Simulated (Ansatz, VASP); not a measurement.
One calculation of Co, two programs

```
Co
1.0
     2.47152    0.00000    0.00000
    -1.23576    2.14040    0.00000
     0.00000    0.00000    4.02711
Co
2
Direct
  0.33333 0.66667 0.25000
  0.66667 0.33333 0.75000
```

Alike in both runs: task single point; functional r2SCAN; k mesh 4 × 4 × 2; occupations fermi-dirac, width 0.05 eV; collinear spin.

```csv
,VASP,Ansatz
version,VASP 6.6.1,Ansatz 0.2.0
potentials or method,"VASP PAW PBE potentials, release 64 (Co), cutoff 520 eV","plane waves (500 eV) with PAW, scalar-relativistic"
valence electrons in the cell,18,34
```

VASP gave:

- pressure (GPa): -1.6
- traceless stress, the component that is largest in VASP (GPa): 1.15
- net moment per atom (μB): 1.69
- size of the moment on the site where the two differ most (μB): 1.74

Question: Which values does Ansatz return?

Answer: Pressure (GPa): -1.7; traceless stress, the component that is largest in VASP (GPa): 1.16; net moment per atom (μB): 1.69; size of the moment on the site where the two differ most (μB): 1.81.

VASP's potentials were made for PBE, not for r2SCAN. Site moments also hang on the region over which each program counts them. The functional is the same, so the differences come from potentials, cutoffs and numerics. VASP's potentials hold 18 valence electrons a cell and Ansatz's 34, so a difference there can come from the potentials and not from the codes. Ansatz's warnings: stability check not made.

The k mesh is coarse, so the values compare programs but aren't converged.
